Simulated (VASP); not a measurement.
Write the native input for VASP 6.6.1 that does the following.

```yaml
Task: electric field gradients
Functional: PBE
Potentials_or_basis: VASP PAW PBE potentials, release 64 (Os)
Cutoff: 520 eV
k_mesh: 15 × 15 × 9
Occupations: fermi-dirac, width 0.05 eV
Spin: no spin polarisation
Dipole_correction: no
Further_INCAR_settings: ALGO = Normal; EDIFF = 1e-08; NBANDS = 15
```

The structure of Os lies in POSCAR:

```
Os
1.0
    2.7614409753      0.0000000000      0.0000000000
   -1.3807204877      2.3914780356      0.0000000000
    0.0000000000      0.0000000000      4.3197000000
Os
2
Direct
    0.3333333333      0.6666666667      0.2500000000
    0.6666666667      0.3333333333      0.7500000000
```

This cell differs from its parent crystal: equal xx and yy strain of +1 %.

The input as run:

INCAR

```
  PREC = Accurate
  ENCUT = 520
  EDIFF = 1E-8
  ISMEAR = -1
  SIGMA = 0.05
  LREAL = F
  LASPH = T
  NELM = 80
  ALGO = Normal
  ISIF = 2
  LWAVE = F
  LCHARG = F
  GGA = PE
  LEFG = T
  NBANDS = 15
```

KPOINTS

```
regular mesh
0
Gamma
  15 15 9
```

Potentials or basis: VASP PAW PBE potentials, release 64 (Os).

The run is started by

```bash
$ cat potpaw_PBE.64/Os/POTCAR > POTCAR
$ mpirun -np 1 vasp_std > vasp.out
```

It gave:

```yaml
Pressure: 0.4 GPa
Band_gap_on_the_k_mesh: zero (bands 8 and 9 overlap by 3.67 eV)
Largest_electric_field_gradient_by_atom: Os -97.0 V/Å²
```

Caveat: the cell differs from its parent crystal (equal xx and yy strain of +1 %); the stress differs along the axes, from -2 to 4 GPa; without QUAD_EFG the Cq values of the log hold for a quadrupole moment of 1 mb, not for the nuclei; spin-orbit coupling is left out, which moves the levels of the heavy elements.

Run time: 94 s on 1 thread of AMD EPYC 7R13, on a shared host, peak memory 0.16 GiB.
